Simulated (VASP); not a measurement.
# Sr3Zn2H (P4mm) in VASP: notebook, part 2 of 2

VASP 6.6.1.

## 4. Relaxation of cell and atoms, PBE

Contents of INCAR:

```
  PREC = Accurate
  ENCUT = 600
  EDIFF = 1E-7
  ISMEAR = 0
  SIGMA = 0.1
  LREAL = False
  LASPH = True
  NELM = 100
  ALGO = Normal
  ISIF = 3
  LWAVE = False
  LCHARG = False
  GGA = PE
  IBRION = 2
  NSW = 90
  EDIFFG = -0.04
```

Contents of KPOINTS:

```
Automatic mesh
0
Gamma
  4 4 2
```

Contents of POSCAR:

```
Sr3Zn2H
1.0
    3.7761804800      0.0000000000      0.0000000000
    0.0000000000      3.7761804800      0.0000000000
    0.0000000000      0.0000000000      8.0297746200
Sr Zn H
3 2 1
Direct
    0.5000000000      0.0000000000      0.9998509900
    0.0000000000      0.5000000000      0.9998509900
    0.5000000000      0.5000000000      0.3771390000
    0.5000000000      0.5000000000      0.7365469900
    0.0000000000      0.0000000000      0.2648670100
    0.0000000000      0.0000000000      0.6217470200
```

Command:

```bash
cat potpaw_PBE.64/Sr_sv/POTCAR potpaw_PBE.64/Zn/POTCAR potpaw_PBE.64/H/POTCAR > POTCAR
mpirun -np 1 vasp_std > vasp.out
```

It took 27 min on 1 thread of AMD EPYC 9R45 (Zen 5), shared host; peak memory 0.24 GiB.

It converged, with:

```
Free energy                           : -9.7940 eV
Relaxed volume                        : 36.70 Å³/atom
Relaxed cell                          : a = 5.798 Å, b = 5.798 Å, c = 6.549 Å, α = 90.00°, β = 90.00°, γ = 90.00°
Space group after relaxing (to 0.1 Å) : P4mm (No. 99)
Energy gained by relaxing             : 1276.3 meV/atom
Ionic steps                           : 70
Pressure after relaxing               : 0.0 GPa
Largest force after relaxing          : 0.039 eV/Å
Band gap on the k mesh                : zero (an odd number of electrons rules out a gap without spin polarisation)
```

Forces on the atoms (eV/Å):
```
Sr   0.000  0.000  0.001
Sr   0.000  0.000  0.001
Sr   0.000  0.000  0.001
Zn   0.000  0.000  0.012
Zn   0.000  0.000  0.023
H    0.000  0.000 -0.039
```

Step by step:
```
step  energy change (eV)  largest force (eV/Å)  pressure (GPa)  volume (Å³)
   1              0.0000                2.8737           28.32       114.50
   3             -5.3945                0.4747            1.22       195.11
   5             -5.4604                0.5163           -0.22       215.91
   7             -5.7188                0.6459           -0.12       215.08
   9             -5.9777                1.2504            0.17       216.86
  11             -6.1616                0.2534           -0.30       222.23
  13             -6.2042                0.2760           -0.10       219.00
  15             -6.2594                0.9694            4.21       181.03
  17             -6.3046                0.7853            2.42       192.74
  19             -6.3627                0.8459            2.76       190.23
  21             -6.5591                0.5227            4.61       179.29
  23             -6.7436                2.4379            4.48       184.96
  25             -6.7985                1.4621            4.37       183.66
  27             -7.2186                0.7027            0.69       206.92
  29             -7.2406                0.5219           -0.21       214.32
  31             -7.2736                0.1971           -0.10       212.05
  33             -7.2784                0.2478            0.00       210.45
  35             -7.3029                0.1870            0.09       209.01
  37             -7.3182                0.7141            0.64       202.57
  39             -7.3395                0.3995            0.26       205.95
  41             -7.3440                0.3600           -0.77       213.07
  43             -7.3663                0.1651           -0.19       208.43
  45             -7.3800                0.3411            0.21       204.29
  47             -7.4156                0.2080            0.49       201.19
  49             -7.4208                0.1995            0.72       199.36
  51             -7.4444                0.2235           -0.19       207.37
  53             -7.4728                0.1827           -0.14       208.95
  55             -7.6187                0.3092            0.34       215.41
  57             -7.6298                0.2839            0.09       219.67
  59             -7.6449                0.0953           -0.09       220.70
  61             -7.6463                0.0831           -0.16       221.11
  63             -7.6500                0.0821            0.11       218.51
  65             -7.6528                0.0490           -0.07       220.79
  67             -7.6564                0.0434           -0.02       220.29
  69             -7.6569                0.0539            0.01       220.05
  70             -7.6576                0.0388           -0.01       220.18
```

Final structure:
```yaml
crystal:
  lattice:
    - [5.79818, 0.00000, 0.00000]
    - [0.00000, 5.79818, 0.00000]
    - [0.00000, 0.00000, 6.54928]
  atoms:
    - { symbol: Sr, position: [0.50000, 0.00000, 0.79465] }
    - { symbol: Sr, position: [0.00000, 0.50000, 0.79465] }
    - { symbol: Sr, position: [0.50000, 0.50000, 0.30783] }
    - { symbol: Zn, position: [0.50000, 0.50000, 0.79849] }
    - { symbol: Zn, position: [0.00000, 0.00000, 0.49782] }
    - { symbol: H, position: [0.00000, 0.00000, 0.80655] }
```

Levels at points of the mesh, in eV from the Fermi level:
```csv
k point,band 24,band 25,band 26,band 27,band 28,band 29,band 30,band 31,band 32,band 33
"(0.00, 0.00, 0.00)",-4.37,-2.02,-0.22,0.35,0.35,0.68,1.15,1.15,1.23,1.61
"(0.50, 0.00, 0.00)",-4.45,-1.55,-0.84,-0.43,-0.01,0.53,0.62,0.69,1.43,2.36
"(0.50, 0.50, 0.00)",-3.74,-1.65,-1.65,-1.30,-0.30,0.63,0.63,0.82,1.47,1.85
"(0.00, 0.00, 0.50)",-4.24,-2.68,-0.17,0.29,0.29,1.02,1.02,1.35,1.38,1.44
"(0.50, 0.00, 0.50)",-4.10,-2.09,-1.66,-0.60,0.36,0.52,0.58,1.38,1.95,2.05
"(0.50, 0.50, 0.50)",-3.35,-1.93,-1.54,-1.54,-1.41,0.24,0.24,1.88,1.88,2.53
```

Caveat: the k points lie up to 0.48 Å⁻¹ apart in the final cell, too coarse for converged energies and pressures of a metal; the volume moved by over 15 % at a fixed basis, so the end points are rough.

## 5. Single point, PBE

This run uses another cell than the first one, of 37.86 Å³/atom.

Contents of INCAR:

```
SYSTEM = Sr3Zn2H
PREC = Accurate
ENCUT = 520
EDIFF = 1E-6
ISMEAR = 0
SIGMA = 0.1
LREAL = .FALSE.
LASPH = .TRUE.
NELM = 100
ALGO = Normal
ISIF = 2
LWAVE = .FALSE.
LCHARG = .FALSE.
GGA = PE
NBANDS = 36
```

Contents of KPOINTS:

```
Automatic mesh
0
G
  8 8 4
  0 0 0
```

Contents of POSCAR:

```
Sr3Zn2H
1.0
    5.1312471778      0.0000000000      0.0000000000
    0.0000000000      5.1312471778      0.0000000000
    0.0000000000      0.0000000000      8.6281284496
Sr Zn H
3 2 1
Direct
    0.5000000000      0.0000000000      0.0252143781
    0.0000000000      0.5000000000      0.0252143781
    0.5000000000      0.5000000000      0.4243283495
    0.5000000000      0.5000000000      0.7989174755
    0.0000000000      0.0000000000      0.2677014624
    0.0000000000      0.0000000000      0.4586259564
```

Command:

```bash
cat potpaw_PBE.64/Sr_sv/POTCAR potpaw_PBE.64/Zn/POTCAR potpaw_PBE.64/H/POTCAR > POTCAR
mpirun -np 1 vasp_std > vasp.out
```

Run time: 3 min. Hardware: 1 thread of AMD EPYC 9R45 (Zen 5), shared host; peak memory 0.5 GiB.

It converged, with:

```yaml
Free_energy: -9.2478 eV
Pressure: 0.1 GPa
Largest_force: 0.035 eV/Å
Band_gap_on_the_k_mesh: zero (an odd number of electrons rules out a gap without spin polarisation)
```

Forces on the atoms (eV/Å):
```
Sr   0.000  0.000  0.004
Sr   0.000  0.000  0.004
Sr   0.000  0.000 -0.009
Zn   0.000  0.000 -0.009
Zn   0.000  0.000 -0.025
H    0.000  0.000  0.035
```

Levels at points of the mesh, in eV from the Fermi level:
```csv
k point,band 26,band 27,band 28,band 29,band 30,band 31
"(0.00, 0.00, 0.00)",-0.73,0.15,0.29,0.29,1.08,1.09
"(0.50, 0.00, 0.00)",-1.50,-0.72,-0.23,0.73,1.08,1.24
"(0.50, 0.50, 0.00)",-1.19,-1.19,-0.21,0.36,0.36,0.88
"(0.00, 0.00, 0.50)",-1.23,0.37,0.37,0.44,1.08,1.20
"(0.50, 0.00, 0.50)",-1.87,-0.25,0.16,0.72,1.03,1.15
"(0.50, 0.50, 0.50)",-1.16,-1.16,-0.28,0.16,0.16,0.90
```

## 6. Single point, PBE

This run uses another cell than the first one, of 37.86 Å³/atom.

Contents of INCAR:

```
PREC     = Accurate       # precision mode
ENCUT    = 520            # plane-wave cutoff, eV
EDIFF    = 1E-6           # SCF threshold, eV
ISMEAR   = 0              # smearing method
SIGMA    = 0.1            # smearing width, eV
LREAL    = False          # projectors in reciprocal space
LASPH    = True           # aspherical terms in the spheres
NELM     = 80             # most SCF steps
ALGO     = Normal         # electronic algorithm
ISIF     = 2              # what is computed and relaxed
LWAVE    = False          # write WAVECAR
LCHARG   = True           # write CHGCAR
GGA      = PE             # functional
LELF     = True           # ELF
LVHAR    = True         
NBANDS   = 36             # bands
```

Contents of KPOINTS:

```
regular mesh
0
Gamma
  8 8 6
```

POSCAR is that of step 5.

Potentials or basis: VASP PAW PBE potentials, release 64 (Sr_sv, Zn, H).

Command:

```bash
cat potpaw_PBE.64/Sr_sv/POTCAR potpaw_PBE.64/Zn/POTCAR potpaw_PBE.64/H/POTCAR > POTCAR
mpirun -np 1 vasp_std > vasp.out
```

OUTCAR:

```text
PREC = Accurate
   ENCUT = 520
   EDIFF = 1E-6
   ISMEAR = 0
   LREAL = False
   LASPH = True
   NELM = 80
   ISIF = 2
   GGA = PE

 ion  position               nearest neighbor table
   1  0.500  0.000  0.025-   4 3.22   4 3.22   5 3.31   5 3.31   2 3.63   2 3.63   2 3.63   2 3.63
                             3 4.29   3 4.29
   2  0.000  0.500  0.025-   4 3.22   4 3.22   5 3.31   5 3.31   1 3.63   1 3.63   1 3.63   1 3.63
                             3 4.29   3 4.29
   3  0.500  0.500  0.424-   4 3.23   5 3.87   5 3.87   5 3.87   5 3.87   1 4.29   2 4.29   2 4.29
                             1 4.29
   4  0.500  0.500  0.799-   1 3.22   2 3.22   1 3.22   2 3.22   3 3.23
   5  0.000  0.000  0.268-   6 1.65   2 3.31   1 3.31   2 3.31   1 3.31   3 3.87   3 3.87   3 3.87
                             3 3.87
   6  0.000  0.000  0.459-   5 1.65

  LATTYP: Found a simple tetragonal cell.
 ALAT       =     5.1312471778
 C/A-ratio  =     1.6814875898

  Lattice vectors:

 A1 = (   5.1312471778,   0.0000000000,   0.0000000000)
 A2 = (   0.0000000000,   5.1312471778,   0.0000000000)
 A3 = (   0.0000000000,   0.0000000000,   8.6281284496)

Analysis of symmetry for initial positions (statically):
=====================================================================
 Subroutine PRICEL returns:
 Original cell was already a primitive cell.

 Routine SETGRP: Setting up the symmetry group for a
 simple tetragonal supercell.

 Subroutine GETGRP returns: Found  8 space group operations
 (whereof  8 operations were pure point group operations)
 out of a pool of 16 trial point group operations.

The static configuration has the point symmetry C_4v.

Analysis of symmetry for dynamics (positions and initial velocities):
=====================================================================
 Subroutine PRICEL returns:
 Original cell was already a primitive cell.

 Routine SETGRP: Setting up the symmetry group for a
 simple tetragonal supercell.

[... 135 lines left out ...]
  Thomas-Fermi vector in A             =   2.153896
   LORBIT       =      0    0 simple, 1 ext, 2 COOP (PROOUT), +10 PAW based schemes
   GGA     = PE    functional components
   LHFCALC =     F    Hartree Fock is set to
   AEXX    =    0.0000 exact exchange contribution
   IVDW    =     0    specifies the selected vdW correction
   LEPSILON=     F    determine dielectric tensor
   LRPA    =     F    only Hartree local field effects (RPA)
 non-spin polarized calculation
 Gauss-broadening in eV      SIGMA  =   0.10
  energy-cutoff  :      520.00
  volume of cell :      227.18
 maximum number of plane-waves:      6168
 NGX is ok and might be reduce to    40
   NGX = 19   NGY = 19   NGZ = 33

 number of electron      54.9999970 magnetization

 Free energy of the ion-electron system (eV)
  ---------------------------------------------------
  ext. energy  EPLUGINS =         0.00000000
  ---------------------------------------------------
  free energy    TOTEN  =        -9.24865404 eV

  energy without entropy =       -9.21846851  energy(sigma->0) =       -9.23356127

 E-fermi :   0.9303     XC(G=0):  -7.4156

 val. band max:        0.9243392702   @ k =   0.3750   0.0000   0.3333
 cond. band min:       0.9371082109   @ k =   0.3750   0.1250   0.3333
 fundamental gap:      0.0127689406
 Fermi energy:         0.9302721282

 k-point     1 :       0.0000    0.0000    0.0000
  band No.  band energies     occupation
      1     -36.1622      2.00000
      2     -35.2143      2.00000
      3     -35.1383      2.00000
      4     -18.1281      2.00000
      5     -18.1281      2.00000
      6     -18.0607      2.00000
[... 925 lines left out ...]
     35       3.2933      0.00000
     36       3.7915      0.00000

 [... further k-points ...]

------------------------ aborting loop because EDIFF is reached ----------------------------------------

  FORCE on cell =-STRESS in cart. coord.  units (eV):
  Direction    XX          YY          ZZ          XY          YZ          ZX
  --------------------------------------------------------------------------------------
  -------------------------------------------------------------------------------------
  Total        0.0847256      0.0847256      0.1279511      0.0000000      0.0000000      0.0000000
  in kB        0.5975341      0.5975341      0.9023858      0.0000000      0.0000000      0.0000000
  external PRESSURE =       0.6991513 kB  Pullay stress =       0.0000000 kB

 VOLUME and BASIS-vectors are now :
 -----------------------------------------------------------------------------
  energy-cutoff  :      520.00
  volume of cell :      227.18
      direct lattice vectors                 reciprocal lattice vectors
     5.131247178  0.000000000  0.000000000     0.194884395  0.000000000  0.000000000
     0.000000000  5.131247178  0.000000000     0.000000000  0.194884395  0.000000000
     0.000000000  0.000000000  8.628128450     0.000000000  0.000000000  0.115899990

 POSITION                                       TOTAL-FORCE (eV/Angst)
 -----------------------------------------------------------------------------------
      2.56562      0.00000      0.21755         0.000000      0.000000      0.002492
      0.00000      2.56562      0.21755         0.000000     -0.000000      0.002492
      2.56562      2.56562      3.66116         0.000000      0.000000     -0.005698
      2.56562      2.56562      6.89316         0.000000     -0.000000     -0.011127
      0.00000      0.00000      2.30976         0.000000      0.000000     -0.023748
      0.00000      0.00000      3.95708         0.000000      0.000000      0.035590
 -----------------------------------------------------------------------------------
    total drift:                               -0.000000      0.000000     -0.004050

  FREE ENERGIE OF THE ION-ELECTRON SYSTEM (eV)
  ---------------------------------------------------
  free  energy   TOTEN  =        -9.2486540381 eV

  energy  without entropy=       -9.2184685088  energy(sigma->0) =       -9.23356127
```

Run time: 4.2 min. Hardware: 1 thread of AMD EPYC 9R45 (Zen 5), shared host; peak memory 0.58 GiB.

What came out:

| Quantity | Value |
| --- | --- |
| Free energy | -9.2487 eV |
| Pressure | 0.1 GPa |
| Largest force | 0.036 eV/Å |
| Band gap on the k mesh | zero (an odd number of electrons rules out a gap without spin polarisation) |

Forces in eV/Å, atoms in the order of the input:
```
Sr   0.000  0.000  0.002
Sr   0.000  0.000  0.002
Sr   0.000  0.000 -0.006
Zn   0.000  0.000 -0.011
Zn   0.000  0.000 -0.024
H    0.000  0.000  0.036
```

Levels at points of the mesh, in eV from the Fermi level:
| k point | band 24 | band 25 | band 26 | band 27 | band 28 | band 29 | band 30 | band 31 | band 32 | band 33 |
| --- | --- | --- | --- | --- | --- | --- | --- | --- | --- | --- |
| (0.00, 0.00, 0.00) | -4.27 | -2.47 | -0.73 | 0.15 | 0.29 | 0.29 | 1.08 | 1.09 | 1.49 | 1.49 |
| (0.50, 0.00, 0.00) | -4.03 | -1.86 | -1.50 | -0.72 | -0.23 | 0.73 | 1.08 | 1.24 | 1.33 | 1.86 |
| (0.50, 0.50, 0.00) | -3.63 | -1.38 | -1.19 | -1.19 | -0.21 | 0.36 | 0.36 | 0.88 | 0.90 | 1.33 |
| (0.00, 0.00, 0.50) | -4.50 | -2.23 | -1.23 | 0.37 | 0.37 | 0.44 | 1.08 | 1.19 | 1.33 | 1.33 |
| (0.50, 0.00, 0.50) | -3.96 | -2.07 | -1.87 | -0.25 | 0.16 | 0.72 | 1.03 | 1.15 | 1.21 | 1.87 |
| (0.50, 0.50, 0.50) | -3.65 | -1.36 | -1.16 | -1.16 | -0.28 | 0.16 | 0.16 | 0.90 | 1.12 | 1.58 |

## 7. The runs side by side

```tsv
task	cell	k mesh	cutoff (eV)	gap on the mesh (eV)	pressure (GPa)	largest force (eV/Å)
single point	a = 3.776, b = 3.776, c = 8.030 Å, 6 atoms, atomic positions A	4 × 4 × 2	520	none	28.3	2.87
single point	a = 5.073, b = 5.073, c = 8.778 Å, 6 atoms, atomic positions B	4 × 4 × 2	520	none	0.0	0.04
relaxation of cell and atoms	relaxed from a = 3.776, b = 3.776, c = 8.030 Å, 6 atoms, atomic positions A	4 × 4 × 2	600	none	0.0	0.04
single point	a = 5.131, b = 5.131, c = 8.628 Å, 6 atoms, atomic positions C	8 × 8 × 4	520	none	0.1	0.04
single point	a = 5.131, b = 5.131, c = 8.628 Å, 6 atoms, atomic positions C	8 × 8 × 6	520	none	0.1	0.04
```

Alike in all rows: level PBE; potentials or basis VASP PAW PBE potentials, release 64 (Sr_sv, Zn, H); no spin polarisation; smearing gaussian 0.1 eV.

Caveats: some runs use coarse meshes; forces of over 1 eV/Å act on the atoms, so gaps and moduli don't describe the material at rest (at least some runs); the volume moved by over 15 % at a fixed basis, so the end points are rough (at least some runs).

Total energies depend on the potentials used, so only differences within one code and one set of settings carry meaning.

The gap in the log of VASP goes by the Fermi energy; the results here count the filled bands.